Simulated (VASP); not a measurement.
Write the native input for VASP 6.6.1 that does the following.

* Task: single point
* Functional: r2SCAN
* Potentials or basis: VASP PAW PBE potentials, release 64 (Hg, Te)
* Cutoff: 520 eV
* k mesh: 7 × 7 × 7
* Occupations: fermi-dirac, width 0.05 eV
* Spin: no spin polarisation
* Dipole correction: no
* Further INCAR settings: ALGO = Normal; EDIFF = 1e-06; NBANDS = 16

Crystal: HgTe (Coloradoite).

```
CELL_PARAMETERS angstrom
0.00000 3.14888 3.14888
3.14888 0.00000 3.14888
3.14888 3.14888 0.00000
ATOMIC_POSITIONS crystal
Hg 0.00000 0.00000 0.00000
Te 0.75000 0.75000 0.75000
```

The input as run:

POSCAR

```
HgTe
1.0
    0.0000000000      3.1488795465      3.1488795465
    3.1488795465      0.0000000000      3.1488795465
    3.1488795465      3.1488795465      0.0000000000
Hg Te
1 1
Direct
    0.0000000000      0.0000000000      0.0000000000
    0.7500000000      0.7500000000      0.7500000000
```

INCAR.step1

```
SYSTEM = HgTe
PREC = Accurate
ENCUT = 520
ISMEAR = -1
SIGMA = 0.05
LREAL = .False.
LASPH = .True.
NELM = 80
NBANDS = 16
GGA = PE
ALGO = Normal
EDIFF = 1E-4
LWAVE = .True.
LCHARG = .False.
```

INCAR.step2

```
SYSTEM = HgTe
PREC = Accurate
ENCUT = 520
EDIFF = 1E-6
ISMEAR = -1
SIGMA = 0.05
LREAL = .False.
LASPH = .True.
NELM = 80
ALGO = Normal
ISIF = 2
LWAVE = .False.
LCHARG = .False.
METAGGA = R2SCAN
LMIXTAU = .True.
NBANDS = 16
ISTART = 1
```

KPOINTS

```
Automatic mesh
0
Gamma
  7 7 7
  0 0 0
```

Potentials or basis: VASP PAW PBE potentials, release 64 (Hg, Te).

Run with:

```console
$ cat potpaw_PBE.64/Hg/POTCAR potpaw_PBE.64/Te/POTCAR > POTCAR
$ cp INCAR.step1 INCAR
$ mpirun -np 1 vasp_std > vasp.out
$ cp INCAR.step2 INCAR
$ mpirun -np 1 vasp_std > vasp.out
```

It gave:

The pressure is 7.3 GPa. The band gap on the k mesh is zero (filled and empty bands touch).

Caveat: the PAW data sets were made with another functional, which shifts forces and pressure a little; spin-orbit coupling is left out, which moves the levels of the heavy elements.

Run time: 2.3 min on 1 thread of Intel Xeon 8259CL, on a shared host, peak memory 0.22 GiB.
